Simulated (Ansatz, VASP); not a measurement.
# SnTe: VASP beside Ansatz

```
CELL_PARAMETERS angstrom
5.30886 0.00000 0.00000
-2.65443 4.59761 0.00000
0.00000 0.00000 6.34020
ATOMIC_POSITIONS crystal
Sn 0.33333 0.66667 0.25000
Sn 0.66667 0.33333 0.75000
Te 0.66667 0.33333 0.25000
Te 0.33333 0.66667 0.75000
```

Alike in both runs: task single point; functional PBE; k mesh 6 × 6 × 4; no spin polarisation.

|  | VASP | Ansatz |
| --- | --- | --- |
| version | VASP 6.6.1 | Ansatz 0.2.0 |
| potentials or method | VASP PAW PBE potentials, release 64 (Sn_d, Te) | plane waves, PAW |
| plane-wave cutoff (eV) | 520 | 420 |
| occupations | gaussian, width 0.01 eV | fixed |
| valence electrons in the cell | 40 | 60 |

```csv
,VASP,Ansatz,Ansatz less VASP
gap on the k mesh at the Fermi level (eV),0.34,0.34,+0.003
pressure (GPa),2.2,2.2,+0.01
"traceless stress, the component that is largest in VASP (GPa)",0.05,0.05,-0.002
```

VASP's potentials hold 40 valence electrons a cell and Ansatz's 60, so a difference there can come from the potentials and not from the codes.

Neither program's run includes spin-orbit coupling.
